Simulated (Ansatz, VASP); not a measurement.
## One calculation of BaF2, two programs

The input POSCAR:

```
BaF2
1.0
    0.0000000000      3.1278307554      3.1278307554
    3.1278307554      0.0000000000      3.1278307554
    3.1278307554      3.1278307554      0.0000000000
Ba F
1 2
Direct
    0.0000000000      0.0000000000      0.0000000000
    0.2500000000      0.2500000000      0.2500000000
    0.7500000000      0.7500000000      0.7500000000
```

INCAR.step1

```
PREC     = Accurate       # precision mode
ENCUT    = 660            # plane-wave cutoff, eV
ISMEAR   = 0              # smearing method
SIGMA    = 0.01           # smearing width, eV
LREAL    = F              # projectors in reciprocal space
LASPH    = T              # aspherical terms in the spheres
NELM     = 120            # most SCF steps
NBANDS   = 19             # bands
GGA      = PE             # functional
ALGO     = Normal         # electronic algorithm
EDIFF    = 1E-5           # SCF threshold, eV
LWAVE    = T              # write WAVECAR
LCHARG   = F              # write CHGCAR
GGA_COMPAT= F
```

The input INCAR.step2:

```
PREC     = Accurate       # precision mode
ENCUT    = 660            # plane-wave cutoff, eV
EDIFF    = 1E-6           # SCF threshold, eV
ISMEAR   = 0              # smearing method
SIGMA    = 0.01           # smearing width, eV
LREAL    = F              # projectors in reciprocal space
LASPH    = T              # aspherical terms in the spheres
NELM     = 120            # most SCF steps
ALGO     = Normal         # electronic algorithm
ISIF     = 2              # what is computed and relaxed
LWAVE    = F              # write WAVECAR
LCHARG   = F              # write CHGCAR
METAGGA  = R2SCAN         # meta-GGA
LMIXTAU  = T            
NBANDS   = 19             # bands
ISTART   = 1            
GGA_COMPAT= F
```

File KPOINTS:

```
regular mesh
0
Gamma
  6 6 6
```

Input for Ansatz:

```yaml
crystal:
  lattice:
    - [0.0, 3.1278307554, 3.1278307554]
    - [3.1278307554, 0.0, 3.1278307554]
    - [3.1278307554, 3.1278307554, 0.0]
  atoms:
    - { symbol: Ba, position: [0.0, 0.0, 0.0] }
    - { symbol: F, position: [0.25, 0.25, 0.25] }
    - { symbol: F, position: [0.75, 0.75, 0.75] }
kpoints:
  mp_grid: { grid: [6, 6, 6] }
hamiltonian:
  xc: r2scan
scf:
  occupations: { method: fixed }
  n_extra_bands: 4
output:
  forces: true
  stress: true
  eigenvalues: true
```

Alike in both runs: task single point; functional r2SCAN; k mesh 6 × 6 × 6; no spin polarisation.

```csv
,VASP,Ansatz
version,VASP 6.6.1,Ansatz 0.2.0
potentials or method,"VASP PAW PBE potentials, release 64 (Ba_sv, F)","plane waves, PAW"
plane-wave cutoff (eV),660,500
occupations,"gaussian, width 0.01 eV",fixed
valence electrons in the cell,24,24
```

|  | VASP | Ansatz | Ansatz less VASP |
| --- | --- | --- | --- |
| gap on the k mesh at the Fermi level (eV) | 7.23 | 7.31 | +0.074 |
| pressure (GPa) | -0.9 | -1.7 | -0.77 |

VASP's potentials were made for PBE, not for r2SCAN.

Spin-orbit coupling is off throughout.
